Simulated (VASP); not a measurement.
# BeB2 (P6/mmm) in VASP: a series of runs

BeB2 is run at these levels: LDA; tasks: single point.

Program: VASP 6.6.1. These are calculated values, not measurements. Logs are shortened: lines on timing, memory, paths and dates and some standing lists are left out, and cuts for length are marked.

**1. The cell of the first run**

The structure is hexagonal, space group P6/mmm (No. 191). Conventional cell: a = 2.880 Å, b = 2.880 Å, c = 2.829 Å, α = 90.00°, β = 90.00°, γ = 120.00°. Be (site symmetry 6/mmm) has 12 B at 2.18 Å and 8 Be at 2.83 to 2.88 Å within 2.9 Å. B (site symmetry -6m2) has 3 B at 1.66 Å and 6 Be at 2.18 Å within 2.2 Å.

**2. Single point, LDA**

Contents of INCAR:

```
SYSTEM = BeB2
PREC = Accurate ; ENCUT = 600
EDIFF = 1E-6 ; ISMEAR = -1
SIGMA = 0.05 ; LREAL = .False.
LASPH = .True. ; NELM = 120
ALGO = Normal ; ISIF = 2
LWAVE = .False. ; LCHARG = .False.
GGA = CA ; NBANDS = 11
GGA_COMPAT = .False.
```

Contents of KPOINTS:

```
regular mesh
0
Gamma
  11 11 10
  0 0 0
```

Contents of POSCAR:

```
BeB2
1.0
    2.8800246427      0.0000000000      0.0000000000
   -1.4400123213      2.4941745383      0.0000000000
    0.0000000000      0.0000000000      2.8285571870
Be B
1 2
Direct
    0.0000000000      0.0000000000      0.0000000000
    0.3333333333      0.6666666667      0.5000000000
    0.6666666667      0.3333333333      0.5000000000
```

Potentials or basis: VASP PAW LDA potentials, release 64 (Be, B).

On the command line:

```console
> cat potpaw_LDA.64/Be/POTCAR potpaw_LDA.64/B/POTCAR > POTCAR
> mpirun -np 1 vasp_std > vasp.out
```

OUTCAR:

```text
SYSTEM = BeB2
   PREC = Accurate
   ENCUT = 600
   EDIFF = 1E-6
   ISMEAR = -1
   LREAL = .False.
   LASPH = .True.
   NELM = 120
   ISIF = 2
   GGA = CA

 ion  position               nearest neighbor table
   1  0.000  0.000  0.000-   2 2.18   3 2.18   2 2.18   3 2.18   3 2.18   3 2.18   2 2.18   2 2.18
                             3 2.18   3 2.18   2 2.18   2 2.18
   2  0.333  0.667  0.500-   3 1.66   3 1.66   3 1.66   1 2.18   1 2.18   1 2.18   1 2.18   1 2.18
                             1 2.18
   3  0.667  0.333  0.500-   2 1.66   2 1.66   2 1.66   1 2.18   1 2.18   1 2.18   1 2.18   1 2.18
                             1 2.18

  LATTYP: Found a hexagonal cell.
 ALAT       =     2.8800246427
 C/A-ratio  =     0.9821295086

  Lattice vectors:

 A1 = (   2.8800246427,   0.0000000000,   0.0000000000)
 A2 = (  -1.4400123213,   2.4941745383,   0.0000000000)
 A3 = (   0.0000000000,   0.0000000000,   2.8285571870)

Analysis of symmetry for initial positions (statically):
=====================================================================
 Subroutine PRICEL returns:
 Original cell was already a primitive cell.

 Routine SETGRP: Setting up the symmetry group for a
 hexagonal supercell.

 Subroutine GETGRP returns: Found 24 space group operations
 (whereof 24 operations were pure point group operations)
 out of a pool of 24 trial point group operations.

The static configuration has the point symmetry D_6h.

Analysis of symmetry for dynamics (positions and initial velocities):
=====================================================================
 Subroutine PRICEL returns:
 Original cell was already a primitive cell.

 Routine SETGRP: Setting up the symmetry group for a
 hexagonal supercell.

 Subroutine GETGRP returns: Found 24 space group operations
 (whereof 24 operations were pure point group operations)
 out of a pool of 24 trial point group operations.

The dynamic configuration has the point symmetry D_6h.

 Subroutine INISYM returns: Found 24 space group operations
 (whereof 24 operations are pure point group operations),
 and found     1 'primitive' translations

----------------------------------------------------------------------------------------

                                     Primitive cell

  volume of cell :      20.3183

  direct lattice vectors                    reciprocal lattice vectors
     2.880024643  0.000000000  0.000000000     0.347219251  0.200467125  0.000000000
    -1.440012321  2.494174538  0.000000000     0.000000000  0.400934251  0.000000000
     0.000000000  0.000000000  2.828557187     0.000000000  0.000000000  0.353537134

  length of vectors
     2.880024643  2.880024672  2.828557187     0.400934255  0.400934251  0.353537134

  position of ions in fractional coordinates (direct lattice)
     0.000000000  0.000000000  0.000000000
     0.333333333  0.666666667  0.500000000
     0.666666667  0.333333333  0.500000000

  ion indices of the primitive-cell ions
   primitive index   ion index
                 1           1
                 2           2
                 3           3

----------------------------------------------------------------------------------------

 KPOINTS: regular mesh

Automatic generation of k-mesh.
 Grid dimensions read from file:
 generate k-points for:   11   11   10

 Generating k-lattice:

  Cartesian coordinates                     Fractional coordinates (reciprocal lattice)
     0.031565386  0.018224284  0.000000000     0.090909091 -0.000000000  0.000000000
     0.000000000  0.036448568  0.000000000     0.000000000  0.090909091  0.000000000
     0.000000000  0.000000000  0.035353713     0.000000000  0.000000000  0.100000000

  Length of vectors
     0.036448569  0.036448568  0.035353713

  Shift w.r.t. Gamma in fractional coordinates (k-lattice)
     0.000000000  0.000000000  0.000000000

 Subroutine IBZKPT returns following result:
 ===========================================

 Found     96 irreducible k-points:

 Following reciprocal coordinates:
            Coordinates               Weight
  0.000000  0.000000  0.000000      1.000000
  0.090909  0.000000  0.000000      6.000000
  0.181818  0.000000  0.000000      6.000000
  0.272727  0.000000  0.000000      6.000000
  0.363636  0.000000  0.000000      6.000000
  0.454545  0.000000  0.000000      6.000000
[... 16 lines left out ...]
  0.090909  0.090909  0.100000     12.000000
  0.181818  0.090909  0.100000     24.000000
 [... further k-points ...]
   k-points           NKPTS =     96   k-points in BZ     NKDIM =     96   number of bands    NBANDS=     11
   number of dos      NEDOS =    301   number of ions     NIONS =      3
   total plane-waves  NPLWV =  13824
   dimension x,y,z NGX =    24 NGY =   24 NGZ =   24
   dimension x,y,z NGXF=    48 NGYF=   48 NGZF=   48
   ions per type =               1   2
   NGX,Y,Z   is equivalent  to a cutoff of  13.85, 13.85, 14.11 a.u.
   NGXF,Y,Z  is equivalent  to a cutoff of  27.71, 27.71, 28.21 a.u.
 SYSTEM =  BeB2
   PREC   = accura    normal or accurate (medium, high low for compatibility)
   ISTART =      0    job   : 0-new  1-cont  2-samecut
   ICHARG =      2    charge: 1-file 2-atom 10-const
   ISPIN  =      1    spin polarized calculation?
   LNONCOLLINEAR =      F non collinear calculations
   LSORBIT =      F    spin-orbit coupling
   LASPH  =      T    aspherical Exc in radial PAW
   ENCUT  =  600.0 eV  44.10 Ry    6.64 a.u.   5.75  5.75  5.65*2*pi/ulx,y,z
   NELM   =    120;   NELMIN=  2; NELMDL= -5     # of ELM steps
   EDIFF  = 0.1E-05   stopping-criterion for ELM
   LREAL  =      F    real-space projection
   EDIFFG = 0.1E-04   stopping-criterion for IOM
   NSW    =      0    number of steps for IOM
   IBRION =     -1    ionic relax: 0-MD 1-quasi-New 2-CG
   NFREE  =      0    steps in history (QN), initial steepest desc. (CG)
   ISIF   =      2    stress and relaxation
   ISYM   =      2    0-nonsym 1-usesym 2-fastsym
   POTIM  = 0.5000    time-step for ionic-motion
   TEBEG  =    0.0;   TEEND  =   0.0 temperature during run
   PSTRESS=    0.0 pullay stress
   NELECT =       8.0000    total number of electrons
   NUPDOWN=      -1.0000    fix difference up-down
   EMIN   =  10.00;   EMAX   =-10.00  energy-range for DOS
   EFERMI =   0.00;   METHOD = LEGACY
   ISMEAR =    -1;   SIGMA  =   0.05  broadening in eV -4-tet -1-fermi 0-gaus
   EFERMI_NEDOS =   21; number of points for ismear=-14 and -15
   IALGO  =     38    algorithm
   IMIX   =      4    mixing-type and parameters
     AMIX     =   0.40;   BMIX     =  1.00
     AMIX_MAG =   1.60;   BMIX_MAG =  1.00
  volume/ion in A,a.u.               =       6.77        45.70
  Fermi-wavevector in a.u.,A,eV,Ry     =   1.199892  2.267467 19.588863  1.439741
  Thomas-Fermi vector in A             =   2.335743
   LORBIT       =      0    0 simple, 1 ext, 2 COOP (PROOUT), +10 PAW based schemes
   GGA     = CA    functional components
   LHFCALC =     F    Hartree Fock is set to
   AEXX    =    0.0000 exact exchange contribution
   IVDW    =     0    specifies the selected vdW correction
   LEPSILON=     F    determine dielectric tensor
   LRPA    =     F    only Hartree local field effects (RPA)
 non-spin polarized calculation
  energy-cutoff  :      600.00
  volume of cell :       20.32
 maximum number of plane-waves:       688
 NGX is ok and might be reduce to    24
   NGX = 11   NGY = 11   NGZ = 11

 number of electron       8.0000000 magnetization

 Free energy of the ion-electron system (eV)
  ---------------------------------------------------
  ext. energy  EPLUGINS =         0.00000000
  ---------------------------------------------------
  free energy    TOTEN  =       -18.77753192 eV

  energy without entropy =      -18.77260624  energy(sigma->0) =      -18.77506908

 E-fermi :   7.4112     XC(G=0): -11.8044

 val. band max:        7.3880257804   @ k =   0.0909   0.0000   0.4000
 cond. band min:       7.4148798897   @ k =   0.2727   0.0909   0.0000
 fundamental gap:      0.0268541093
 Fermi energy:         7.4111524344

 k-point     1 :       0.0000    0.0000    0.0000
  band No.  band energies     occupation
      1      -7.2712      2.00000
      2       5.0351      2.00000
      3       7.3123      1.75678
      4       7.3123      1.75678
      5      11.1797      0.00000
      6      11.1797      0.00000
      7      13.2065      0.00000
      8      17.6006      0.00000
      9      20.2243      0.00000
     10      20.8347      0.00000
     11      23.0562      0.00000

 k-point     2 :       0.0909    0.0000    0.0000
  band No.  band energies     occupation
      1      -7.1225      2.00000
      2       5.2207      2.00000
      3       6.2898      2.00000
      4       6.6524      2.00000
      5      11.3658      0.00000
      6      12.1298      0.00000
      7      13.5980      0.00000
      8      17.8513      0.00000
      9      19.7180      0.00000
     10      21.3081      0.00000
     11      22.4655      0.00000

 k-point     3 :       0.1818    0.0000    0.0000
  band No.  band energies     occupation
      1      -6.6765      2.00000
      2       4.2443      2.00000
      3       5.5264      2.00000
      4       5.7752      2.00000
      5      11.5126      0.00000
      6      14.0785      0.00000
      7      14.2521      0.00000
      8      18.3002      0.00000
      9      18.3308      0.00000
     10      21.1683      0.00000
     11      22.2665      0.00000
[... 267 lines left out ...]
 k-point    23 :       0.0909    0.0909    0.1000
  band No.  band energies     occupation
      1      -6.6915      2.00000
      2       4.5799      2.00000
      3       5.1965      2.00000
      4       5.6836      2.00000
      5      12.2367      0.00000
      6      13.2785      0.00000
      7      15.0702      0.00000
      8      17.0934      0.00000
      9      19.8264      0.00000
     10      20.1456      0.00000
     11      22.9790      0.00000

 k-point    24 :       0.1818    0.0909    0.1000
  band No.  band energies     occupation
      1      -6.0978      2.00000
      2       3.2472      2.00000
      3       4.3659      2.00000
      4       5.4813      2.00000
      5      12.6572      0.00000
      6      14.8911      0.00000
      7      15.5237      0.00000
      8      15.8421      0.00000
      9      18.9296      0.00000
     10      19.6873      0.00000
     11      22.7888      0.00000

 [... further k-points ...]
[... 5 lines left out ...]
  --------------------------------------------------------------------------------------
  -------------------------------------------------------------------------------------
  Total        0.7036728      0.7036728     -0.0955156      0.0000000      0.0000000      0.0000000
  in kB       55.4872671     55.4872687     -7.5317680      0.0000000      0.0000000      0.0000000
  external PRESSURE =      34.4809226 kB  Pullay stress =       0.0000000 kB

 VOLUME and BASIS-vectors are now :
 -----------------------------------------------------------------------------
  energy-cutoff  :      600.00
  volume of cell :       20.32
      direct lattice vectors                 reciprocal lattice vectors
     2.880024643  0.000000000  0.000000000     0.347219251  0.200467125  0.000000000
    -1.440012321  2.494174538  0.000000000     0.000000000  0.400934251  0.000000000
     0.000000000  0.000000000  2.828557187     0.000000000  0.000000000  0.353537134

 POSITION                                       TOTAL-FORCE (eV/Angst)
 -----------------------------------------------------------------------------------
      0.00000      0.00000      0.00000         0.000000     -0.000000      0.000000
     -0.00000      1.66278      1.41428         0.000000      0.000000      0.000000
      1.44001      0.83139      1.41428        -0.000000     -0.000000      0.000000
 -----------------------------------------------------------------------------------
    total drift:                                0.000000     -0.000000      0.000000

  FREE ENERGIE OF THE ION-ELECTRON SYSTEM (eV)
  ---------------------------------------------------
  free  energy   TOTEN  =       -18.7775319242 eV

  energy  without entropy=      -18.7726062369  energy(sigma->0) =      -18.77506908
```

It took 22 s on 1 thread of Intel Xeon 8259CL, shared host; peak memory 0.14 GiB.

Results:

* Free energy: -18.7775 eV
* Pressure: 3.4 GPa
* Band gap on the k mesh: zero (band 4 reaches 11.06 eV, above the bottom of band 5 at 4.11 eV)

**3. Single point, LDA**

This run uses another cell than the first one, of 6.99 Å³/atom, 1.032 times its volume.

Contents of INCAR:

```
SYSTEM = BeB2
ALGO = Normal ; EDIFF = 1E-6
ENCUT = 600 ; GGA_COMPAT = .FALSE.
ISIF = 2 ; ISMEAR = -1
LASPH = .TRUE. ; LCHARG = .FALSE.
LREAL = .FALSE. ; LWAVE = .FALSE.
NBANDS = 11 ; NELM = 120
PREC = Accurate ; SIGMA = 0.05
```

Contents of KPOINTS:

```
k-points
0
G
  11 11 10
  0 0 0
```

Contents of POSCAR:

```
BeB2
1.0
    2.9100270586      0.0000000000      0.0000000000
   -1.4550135293      2.5201573930      0.0000000000
    0.0000000000      0.0000000000      2.8580234450
Be B
1 2
Direct
    0.0000000000      0.0000000000      0.0000000000
    0.3333333333      0.6666666667      0.5000000000
    0.6666666667      0.3333333333      0.5000000000
```

Potentials or basis: VASP PAW LDA potentials, release 64 (Be, B).

On the command line:

```console
> cat potpaw_LDA.64/Be/POTCAR potpaw_LDA.64/B/POTCAR > POTCAR
> mpirun -np 1 vasp_std > vasp.out
```

OUTCAR:

```text
SYSTEM = BeB2
   EDIFF = 1E-6
   ENCUT = 600
   ISIF = 2
   ISMEAR = -1
   LASPH = .TRUE.
   LREAL = .FALSE.
   NELM = 120
   PREC = Accurate

 ion  position               nearest neighbor table
   1  0.000  0.000  0.000-   2 2.21   3 2.21   2 2.21   3 2.21   3 2.21   3 2.21   2 2.21   2 2.21
                             3 2.21   3 2.21   2 2.21   2 2.21
   2  0.333  0.667  0.500-   3 1.68   3 1.68   3 1.68   1 2.21   1 2.21   1 2.21   1 2.21   1 2.21
                             1 2.21
   3  0.667  0.333  0.500-   2 1.68   2 1.68   2 1.68   1 2.21   1 2.21   1 2.21   1 2.21   1 2.21
                             1 2.21

  LATTYP: Found a hexagonal cell.
 ALAT       =     2.9100270586
 C/A-ratio  =     0.9821295086
[... 533 lines left out ...]
  -------------------------------------------------------------------------------------
  Total       -0.3364034     -0.3364035     -0.5935047      0.0000000      0.0000000      0.0000000
  in kB      -25.7146455    -25.7146462    -45.3674362      0.0000000      0.0000000      0.0000000
  external PRESSURE =     -32.2655760 kB  Pullay stress =       0.0000000 kB

 VOLUME and BASIS-vectors are now :
 -----------------------------------------------------------------------------
  energy-cutoff  :      600.00
  volume of cell :       20.96
      direct lattice vectors                 reciprocal lattice vectors
     2.910027059  0.000000000  0.000000000     0.343639416  0.198400307  0.000000000
    -1.455013529  2.520157393  0.000000000     0.000000000  0.396800614  0.000000000
     0.000000000  0.000000000  2.858023445     0.000000000  0.000000000  0.349892161

 POSITION                                       TOTAL-FORCE (eV/Angst)
 -----------------------------------------------------------------------------------
      0.00000      0.00000      0.00000         0.000000      0.000000      0.000000
     -0.00000      1.68010      1.42901         0.000000     -0.000000     -0.000000
      1.45501      0.84005      1.42901        -0.000000      0.000000      0.000000
 -----------------------------------------------------------------------------------
    total drift:                                0.000000     -0.000000      0.000000

  FREE ENERGIE OF THE ION-ELECTRON SYSTEM (eV)
  ---------------------------------------------------
  free  energy   TOTEN  =       -18.7779861032 eV

  energy  without entropy=      -18.7729074299  energy(sigma->0) =      -18.77544677
```

OSZICAR:

```text
N       E                     dE             d eps       ncg     rms          rms(c)
DAV:   1     0.598676074169E+01    0.59868E+01   -0.46255E+03  2120   0.742E+02
DAV:   2    -0.192717318360E+02   -0.25258E+02   -0.23583E+02  2647   0.131E+02
DAV:   3    -0.199793461850E+02   -0.70761E+00   -0.70508E+00  2800   0.175E+01
DAV:   4    -0.199805803584E+02   -0.12342E-02   -0.12340E-02  2401   0.707E-01
DAV:   5    -0.199805820119E+02   -0.16535E-05   -0.16528E-05  2568   0.269E-02    0.512E+00
DAV:   6    -0.189457752036E+02    0.10348E+01   -0.12612E+00  2340   0.585E+00    0.237E+00
DAV:   7    -0.187815037957E+02    0.16427E+00   -0.59036E-01  2438   0.400E+00    0.627E-01
DAV:   8    -0.187809478000E+02    0.55600E-03   -0.44256E-02  2324   0.132E+00    0.304E-01
DAV:   9    -0.187779719161E+02    0.29759E-02   -0.82840E-03  2316   0.458E-01    0.263E-02
DAV:  10    -0.187779931436E+02   -0.21227E-04   -0.19275E-04  2501   0.107E-01    0.170E-02
DAV:  11    -0.187779862863E+02    0.68573E-05   -0.32091E-05  2322   0.291E-02    0.270E-03
DAV:  12    -0.187779861032E+02    0.18317E-06   -0.10509E-06  1421   0.681E-03
   1 F= -.18777986E+02 E0= -.18775447E+02  d E =-.507867E-02
```

Wall time 23 s (1 thread of Intel Xeon 8259CL, shared host); peak memory 0.14 GiB.

Results:

* Free energy: -18.7780 eV
* Pressure: -3.2 GPa
* Band gap on the k mesh: zero (band 4 reaches 10.70 eV, above the bottom of band 5 at 3.93 eV)
